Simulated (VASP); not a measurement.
BeS:

```
Be S
1.0
     0.00000    2.43431    2.43431
     2.43431    0.00000    2.43431
     2.43431    2.43431    0.00000
Be S
1 1
Direct
  0.00000 0.00000 0.00000
  0.25000 0.25000 0.25000
```

Base run:

- Program: VASP 6.6.1
- Functional: PBE
- Potentials or basis: VASP PAW PBE potentials, release 64 (Be, S)
- Cutoff: 520 eV
- k mesh: 6 × 6 × 6
- Occupations: gaussian, width 0.01 eV
- Spin: no spin polarisation

Its results: band gap on the k mesh 3.14 eV, indirect (least direct gap 5.67 eV); pressure 0.5 GPa.

Q: The run is repeated on the same cell with these changes: functional from PBE to PBE0. What comes out?

A: Band gap on the k mesh 4.80 eV, indirect (least direct gap 7.62 eV); pressure -1.1 GPa.

PBE0 gives the wider gap, since exact exchange removes part of the self-interaction.

Caveats: the PAW data sets were made with another functional, which shifts forces and pressure a little (some runs).

A k mesh can miss the band edges.
